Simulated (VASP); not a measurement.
# SiC5 (P3m1) in VASP: notebook, part 2 of 2

VASP 6.6.1. The steps go on from the part before.

## (3) Single point, PBE (volume changed by -3%)

INCAR

```
SYSTEM = SiC5
PREC = Accurate
ENCUT = 520
EDIFF = 1E-7
ISMEAR = 0
SIGMA = 0.01
LREAL = .FALSE.
LASPH = .TRUE.
NELM = 100
ALGO = Normal
ISIF = 2
LWAVE = .FALSE.
LCHARG = .TRUE.
GGA = PE
LELF = .TRUE.
LVHAR = .TRUE.
NBANDS = 21
```

KPOINTS

```
regular mesh
0
G
  9 9 4
  0 0 0
```

POSCAR

```
SiC5
1.0
    2.7033955508      0.0000000000      0.0000000000
   -1.3516977754      2.3412092234      0.0000000000
    0.0000000000      0.0000000000      6.7104076330
C Si
5 1
Direct
    0.0000000000      0.0000000000     -0.0289241744
    0.6666666667      0.3333333333      0.6696648745
    0.3333333333      0.6666666667      0.3671593847
    0.6666666667      0.3333333333      0.8960576161
    0.3333333333      0.6666666667      0.5932959696
    0.0000000000      0.0000000000      0.2527463297
```

Potentials or basis: VASP PAW PBE potentials, release 64 (C, Si).

Launch:

```bash
> cat potpaw_PBE.64/C/POTCAR potpaw_PBE.64/Si/POTCAR > POTCAR
> mpirun -np 1 vasp_std > vasp.out
```

OUTCAR:

```text
SYSTEM = SiC5
   PREC = Accurate
   ENCUT = 520
   EDIFF = 1E-7
   ISMEAR = 0
   LREAL = .FALSE.
   LASPH = .TRUE.
   NELM = 100
   ISIF = 2
   GGA = PE

 ion  position               nearest neighbor table
   1  0.000  0.000  0.971-   4 1.64   4 1.64   4 1.64   6 1.89
   2  0.667  0.333  0.670-   4 1.52   5 1.64   5 1.64   5 1.64
   3  0.333  0.667  0.367-   5 1.52   6 1.74   6 1.74   6 1.74
   4  0.667  0.333  0.896-   2 1.52   1 1.64   1 1.64   1 1.64
   5  0.333  0.667  0.593-   3 1.52   2 1.64   2 1.64   2 1.64
   6  0.000  0.000  0.253-   3 1.74   3 1.74   3 1.74   1 1.89

  LATTYP: Found a hexagonal cell.
 ALAT       =     2.7033955508
 C/A-ratio  =     2.4822144991

  Lattice vectors:

 A1 = (   2.7033955508,   0.0000000000,   0.0000000000)
 A2 = (  -1.3516977754,   2.3412092234,   0.0000000000)
 A3 = (   0.0000000000,   0.0000000000,   6.7104076330)

Analysis of symmetry for initial positions (statically):
=====================================================================
 Subroutine PRICEL returns:
 Original cell was already a primitive cell.

 Routine SETGRP: Setting up the symmetry group for a
 hexagonal supercell.

 Subroutine GETGRP returns: Found  6 space group operations
 (whereof  6 operations were pure point group operations)
 out of a pool of 24 trial point group operations.

The static configuration has the point symmetry C_3v.

Analysis of symmetry for dynamics (positions and initial velocities):
=====================================================================
 Subroutine PRICEL returns:
 Original cell was already a primitive cell.

 Routine SETGRP: Setting up the symmetry group for a
 hexagonal supercell.

 Subroutine GETGRP returns: Found  6 space group operations
 (whereof  6 operations were pure point group operations)
 out of a pool of 24 trial point group operations.

The dynamic configuration has the point symmetry C_3v.

 Subroutine INISYM returns: Found  6 space group operations
 (whereof  6 operations are pure point group operations),
 and found     1 'primitive' translations

----------------------------------------------------------------------------------------

                                     Primitive cell

  volume of cell :      42.4716

  direct lattice vectors                    reciprocal lattice vectors
     2.703395551  0.000000000  0.000000000     0.369905173  0.213564851  0.000000000
    -1.351697775  2.341209223  0.000000000     0.000000000  0.427129703  0.000000000
     0.000000000  0.000000000  6.710407633     0.000000000  0.000000000  0.149022243

  length of vectors
     2.703395551  2.703395551  6.710407633     0.427129703  0.427129703  0.149022243

  position of ions in fractional coordinates (direct lattice)
     0.000000000  0.000000000  0.971075826
     0.666666667  0.333333333  0.669664875
     0.333333333  0.666666667  0.367159385
     0.666666667  0.333333333  0.896057616
     0.333333333  0.666666667  0.593295970
     0.000000000  0.000000000  0.252746330

  ion indices of the primitive-cell ions
   primitive index   ion index
                 1           1
                 2           2
                 3           3
                 4           4
                 5           5
                 6           6

----------------------------------------------------------------------------------------

 KPOINTS: regular mesh

Automatic generation of k-mesh.
 Grid dimensions read from file:
 generate k-points for:    9    9    4

 Generating k-lattice:

  Cartesian coordinates                     Fractional coordinates (reciprocal lattice)
     0.041100575  0.023729428  0.000000000     0.111111111  0.000000000  0.000000000
     0.000000000  0.047458856  0.000000000     0.000000000  0.111111111  0.000000000
     0.000000000  0.000000000  0.037255561     0.000000000  0.000000000  0.250000000

  Length of vectors
     0.047458856  0.047458856  0.037255561

  Shift w.r.t. Gamma in fractional coordinates (k-lattice)
     0.000000000  0.000000000  0.000000000

 Subroutine IBZKPT returns following result:
 ===========================================

 Found     43 irreducible k-points:

 Following reciprocal coordinates:
            Coordinates               Weight
  0.000000  0.000000  0.000000      1.000000
  0.111111 -0.000000  0.000000      6.000000
  0.222222  0.000000  0.000000      6.000000
  0.333333 -0.000000  0.000000      6.000000
  0.444444  0.000000  0.000000      6.000000
  0.111111  0.111111  0.000000      6.000000
[... 16 lines left out ...]
  0.222222  0.111111  0.250000     12.000000
 -0.111111  0.333333  0.250000     12.000000
 [... further k-points ...]
   k-points           NKPTS =     43   k-points in BZ     NKDIM =     43   number of bands    NBANDS=     21
   number of dos      NEDOS =    301   number of ions     NIONS =      6
   total plane-waves  NPLWV =  20000
   dimension x,y,z NGX =    20 NGY =   20 NGZ =   50
   dimension x,y,z NGXF=    40 NGYF=   40 NGZF=  100
   ions per type =               5   1
   NGX,Y,Z   is equivalent  to a cutoff of  12.30, 12.30, 12.39 a.u.
   NGXF,Y,Z  is equivalent  to a cutoff of  24.60, 24.60, 24.77 a.u.
 SYSTEM =  SiC5
   PREC   = accura    normal or accurate (medium, high low for compatibility)
   ISTART =      0    job   : 0-new  1-cont  2-samecut
   ICHARG =      2    charge: 1-file 2-atom 10-const
   ISPIN  =      1    spin polarized calculation?
   LNONCOLLINEAR =      F non collinear calculations
   LSORBIT =      F    spin-orbit coupling
   LASPH  =      T    aspherical Exc in radial PAW
   ENCUT  =  520.0 eV  38.22 Ry    6.18 a.u.   5.03  5.03 12.48*2*pi/ulx,y,z
   NELM   =    100;   NELMIN=  2; NELMDL= -5     # of ELM steps
   EDIFF  = 0.1E-06   stopping-criterion for ELM
   LREAL  =      F    real-space projection
   EDIFFG = 0.1E-05   stopping-criterion for IOM
   NSW    =      0    number of steps for IOM
   IBRION =     -1    ionic relax: 0-MD 1-quasi-New 2-CG
   NFREE  =      0    steps in history (QN), initial steepest desc. (CG)
   ISIF   =      2    stress and relaxation
   ISYM   =      2    0-nonsym 1-usesym 2-fastsym
   POTIM  = 0.5000    time-step for ionic-motion
   TEBEG  =    0.0;   TEEND  =   0.0 temperature during run
   PSTRESS=    0.0 pullay stress
   NELECT =      24.0000    total number of electrons
   NUPDOWN=      -1.0000    fix difference up-down
   EMIN   =  10.00;   EMAX   =-10.00  energy-range for DOS
   EFERMI =   0.00;   METHOD = LEGACY
   ISMEAR =     0;   SIGMA  =   0.01  broadening in eV -4-tet -1-fermi 0-gaus
   EFERMI_NEDOS =   21; number of points for ismear=-14 and -15
   IALGO  =     38    algorithm
   IMIX   =      4    mixing-type and parameters
     AMIX     =   0.40;   BMIX     =  1.00
     AMIX_MAG =   1.60;   BMIX_MAG =  1.00
  volume/ion in A,a.u.               =       7.08        47.77
  Fermi-wavevector in a.u.,A,eV,Ry     =   1.353461  2.557670 24.923915  1.831856
  Thomas-Fermi vector in A             =   2.480714
   LORBIT       =      0    0 simple, 1 ext, 2 COOP (PROOUT), +10 PAW based schemes
   GGA     = PE    functional components
   LHFCALC =     F    Hartree Fock is set to
   AEXX    =    0.0000 exact exchange contribution
   IVDW    =     0    specifies the selected vdW correction
   LEPSILON=     F    determine dielectric tensor
   LRPA    =     F    only Hartree local field effects (RPA)
 non-spin polarized calculation
 Gauss-broadening in eV      SIGMA  =   0.01
  energy-cutoff  :      520.00
  volume of cell :       42.47
 maximum number of plane-waves:      1159
   NGX =  9   NGY =  9   NGZ = 25

 number of electron      24.0000000 magnetization

 Free energy of the ion-electron system (eV)
  ---------------------------------------------------
  ext. energy  EPLUGINS =         0.00000000
  ---------------------------------------------------
  free energy    TOTEN  =       -48.49342073 eV

  energy without entropy =      -48.49342073  energy(sigma->0) =      -48.49342073

 E-fermi :  10.3533     XC(G=0): -12.5070

 val. band max:       10.2771763025   @ k =   0.0000   0.0000   0.0000
 cond. band min:      11.6438334099   @ k =   0.4444   0.0000   0.0000
 fundamental gap:      1.3666571074
 Fermi energy:        10.3533340356

 k-point     1 :       0.0000    0.0000    0.0000
  band No.  band energies     occupation
      1     -10.1452      2.00000
      2      -7.6455      2.00000
      3      -6.5202      2.00000
      4       0.1242      2.00000
      5       1.5601      2.00000
      6       6.5145      2.00000
[... 565 lines left out ...]
     20      19.6580      0.00000
     21      20.7409      0.00000

 [... further k-points ...]
[... 5 lines left out ...]
  --------------------------------------------------------------------------------------
  -------------------------------------------------------------------------------------
  Total        2.6328219      2.6328219      3.0173697     -0.0000000     -0.0000000      0.0000000
  in kB       99.3192307     99.3192307    113.8257138     -0.0000000     -0.0000000      0.0000000
  external PRESSURE =     104.1547251 kB  Pullay stress =       0.0000000 kB

 VOLUME and BASIS-vectors are now :
 -----------------------------------------------------------------------------
  energy-cutoff  :      520.00
  volume of cell :       42.47
      direct lattice vectors                 reciprocal lattice vectors
     2.703395551  0.000000000  0.000000000     0.369905173  0.213564851  0.000000000
    -1.351697775  2.341209223  0.000000000     0.000000000  0.427129703  0.000000000
     0.000000000  0.000000000  6.710407633     0.000000000  0.000000000  0.149022243

 POSITION                                       TOTAL-FORCE (eV/Angst)
 -----------------------------------------------------------------------------------
      0.00000      0.00000      6.51631        -0.000000      0.000000     -0.005918
      1.35170      0.78040      4.49372         0.000000     -0.000000     -0.153472
     -0.00000      1.56081      2.46379        -0.000000     -0.000000      0.094722
      1.35170      0.78040      6.01291         0.000000      0.000000      0.196705
     -0.00000      1.56081      3.98126        -0.000000      0.000000      0.137205
      0.00000      0.00000      1.69603         0.000000      0.000000     -0.269242
 -----------------------------------------------------------------------------------
    total drift:                               -0.000000     -0.000000     -0.000174

  FREE ENERGIE OF THE ION-ELECTRON SYSTEM (eV)
  ---------------------------------------------------
  free  energy   TOTEN  =       -48.4934207334 eV

  energy  without entropy=      -48.4934207334  energy(sigma->0) =      -48.49342073
```

It took 19 s on 1 thread of AMD EPYC 9R45 (Zen 5), shared host; peak memory 0.13 GiB.

Results:

- Free energy: -48.4934 eV
- Pressure: 10.4 GPa
- Largest force: 0.269 eV/Å
- Band gap on the k mesh: 1.37 eV, indirect (least direct gap 3.34 eV)

Forces on the atoms (eV/Å):
```
C    0.000  0.000 -0.006
C    0.000  0.000 -0.153
C    0.000  0.000  0.095
C    0.000  0.000  0.197
C    0.000  0.000  0.137
Si   0.000  0.000 -0.269
```

Caveat: the cell differs from its parent crystal (volume changed by -3%). A k mesh can miss the band edges.

## (4) Single point, PBE

This run uses another cell than the first one, of 7.30 Å³/atom, 1.064 times its volume.

INCAR

```
  ALGO = Normal
  EDIFF = 1E-7
  ENCUT = 520
  GGA = PE
  ISIF = 2
  ISMEAR = 0
  LASPH = True
  LCHARG = False
  LREAL = False
  LWAVE = False
  NBANDS = 21
  NELM = 100
  PREC = Accurate
  SIGMA = 0.01
```

KPOINTS

```
k-points
0
Gamma
  9 9 4
```

Edit POSCAR of step 3 so:

```diff
@@ -2,5 +2,5 @@
 1.0
-    2.7033955508      0.0000000000      0.0000000000
-   -1.3516977754      2.3412092234      0.0000000000
-    0.0000000000      0.0000000000      6.7104076330
+    2.7309831250      0.0000000000      0.0000000000
+   -1.3654915625      2.3651007636      0.0000000000
+    0.0000000000      0.0000000000      6.7788859099
 C Si
```

Potentials or basis: VASP PAW PBE potentials, release 64 (C, Si).

Launch:

```bash
> cat potpaw_PBE.64/C/POTCAR potpaw_PBE.64/Si/POTCAR > POTCAR
> mpirun -np 1 vasp_std > vasp.out
```

OUTCAR:

```text
EDIFF = 1E-7
   ENCUT = 520
   GGA = PE
   ISIF = 2
   ISMEAR = 0
   LASPH = True
   LREAL = False
   NELM = 100
   PREC = Accurate

 ion  position               nearest neighbor table
   1  0.000  0.000  0.971-   4 1.66   4 1.66   4 1.66   6 1.91
   2  0.667  0.333  0.670-   4 1.53   5 1.66   5 1.66   5 1.66
   3  0.333  0.667  0.367-   5 1.53   6 1.76   6 1.76   6 1.76
   4  0.667  0.333  0.896-   2 1.53   1 1.66   1 1.66   1 1.66
[... 784 lines left out ...]
  --------------------------------------------------------------------------------------
  -------------------------------------------------------------------------------------
  Total        0.0434153      0.0434153      0.0228200      0.0000000      0.0000000      0.0000000
  in kB        1.5886443      1.5886443      0.8350242      0.0000000      0.0000000      0.0000000
  external PRESSURE =       1.3374376 kB  Pullay stress =       0.0000000 kB

 VOLUME and BASIS-vectors are now :
 -----------------------------------------------------------------------------
  energy-cutoff  :      520.00
  volume of cell :       43.79
      direct lattice vectors                 reciprocal lattice vectors
     2.730983125  0.000000000  0.000000000     0.366168502  0.211407483  0.000000000
    -1.365491562  2.365100764  0.000000000     0.000000000  0.422814966  0.000000000
     0.000000000  0.000000000  6.778885910     0.000000000  0.000000000  0.147516865

 POSITION                                       TOTAL-FORCE (eV/Angst)
 -----------------------------------------------------------------------------------
      0.00000      0.00000      6.58281        -0.000000      0.000000      0.018761
      1.36549      0.78837      4.53958         0.000000      0.000000     -0.019943
     -0.00000      1.57673      2.48893         0.000000     -0.000000     -0.049844
      1.36549      0.78837      6.07427         0.000000      0.000000      0.021232
     -0.00000      1.57673      4.02189        -0.000000      0.000000      0.012674
      0.00000      0.00000      1.71334        -0.000000      0.000000      0.017120
 -----------------------------------------------------------------------------------
    total drift:                                0.000000     -0.000000      0.000421

  FREE ENERGIE OF THE ION-ELECTRON SYSTEM (eV)
  ---------------------------------------------------
  free  energy   TOTEN  =       -48.5366016726 eV

  energy  without entropy=      -48.5366016726  energy(sigma->0) =      -48.53660167
```

OSZICAR:

```text
N       E                     dE             d eps       ncg     rms          rms(c)
DAV:   1     0.446846704268E+02    0.44685E+02   -0.12026E+04  1806   0.106E+03
DAV:   2    -0.479507133177E+02   -0.92635E+02   -0.88478E+02  2297   0.197E+02
DAV:   3    -0.517625118387E+02   -0.38118E+01   -0.37888E+01  2413   0.363E+01
DAV:   4    -0.517901929460E+02   -0.27681E-01   -0.27654E-01  2520   0.347E+00
DAV:   5    -0.517903906536E+02   -0.19771E-03   -0.19768E-03  2381   0.281E-01    0.125E+01
DAV:   6    -0.488418150877E+02    0.29486E+01   -0.46243E+00  2117   0.157E+01    0.589E+00
DAV:   7    -0.485818792213E+02    0.25994E+00   -0.24343E+00  2241   0.931E+00    0.292E+00
DAV:   8    -0.485395694547E+02    0.42310E-01   -0.22876E-01  2136   0.273E+00    0.107E+00
DAV:   9    -0.485369231962E+02    0.26463E-02   -0.49822E-02  2316   0.158E+00    0.251E-01
DAV:  10    -0.485365340598E+02    0.38914E-03   -0.52088E-03  2233   0.472E-01    0.947E-02
DAV:  11    -0.485365908981E+02   -0.56838E-04   -0.43368E-04  2541   0.133E-01    0.270E-02
DAV:  12    -0.485365996027E+02   -0.87046E-05   -0.17486E-05  2436   0.323E-02    0.922E-03
DAV:  13    -0.485366016334E+02   -0.20306E-05   -0.51344E-06  2272   0.153E-02    0.555E-03
DAV:  14    -0.485366016726E+02   -0.39225E-07   -0.34032E-07  2368   0.437E-03
   1 F= -.48536602E+02 E0= -.48536602E+02  d E =-.211953E-20
```

stdout:

```text
POSCAR found type information on POSCAR C Si
 POSCAR found :  2 types and       6 ions
 scaLAPACK will be used
 LDA part: xc-table for (Slater+PW92), standard interpolation
 POSCAR, INCAR and KPOINTS ok, starting setup
 FFT: planning ... GRIDC
 FFT: planning ... GRID_SOFT
 FFT: planning ... GRID
 WAVECAR not read
 entering main loop
```

It took 19 s on 1 thread of AMD EPYC 9R45 (Zen 5), shared host; peak memory 0.13 GiB.

What came out:

```
Free energy            : -48.5366 eV
Pressure               : 0.1 GPa
Largest force          : 0.050 eV/Å
Band gap on the k mesh : 1.38 eV, indirect (least direct gap 3.28 eV)
```

Forces in eV/Å, atoms in the order of the input:
```
C    0.000  0.000  0.019
C    0.000  0.000 -0.020
C    0.000  0.000 -0.050
C    0.000  0.000  0.021
C    0.000  0.000  0.013
Si   0.000  0.000  0.017
```

Stress tensor (GPa, compression positive):
```
0.16 0.00 0.00
0.00 0.16 0.00
0.00 0.00 0.08
```

Levels at points of the mesh, in eV from the valence-band top:
```tsv
k point	band 10	band 11	band 12	band 13	band 14	band 15
(0.00, 0.00, 0.00)	-1.47	0.00	0.00	4.00	4.23	4.23
(0.00, 0.00, 0.50)	-2.34	-0.13	-0.13	4.24	4.55	4.55
```

A k mesh can miss the band edges.

## (5) Summary

```csv
cell,gap on the mesh (eV),pressure (GPa),largest force (eV/Å)
"a = 2.675, b = 2.675, c = 6.641 Å, angles 90.0, 90.0, 120.0°, 6 atoms",1.35,22.3,0.58
"a = 2.703, b = 2.703, c = 6.710 Å, angles 90.0, 90.0, 120.0°, 6 atoms",1.37,10.4,0.27
"a = 2.731, b = 2.731, c = 6.779 Å, angles 90.0, 90.0, 120.0°, 6 atoms",1.38,0.1,0.05
```

Alike in all rows: task single point; level PBE; potentials or basis VASP PAW PBE potentials, release 64 (C, Si); no spin polarisation; k mesh 9 × 9 × 4; cutoff (eV) 520; smearing gaussian 0.01 eV.

Absolute energies hang on the potentials; compare differences alone.
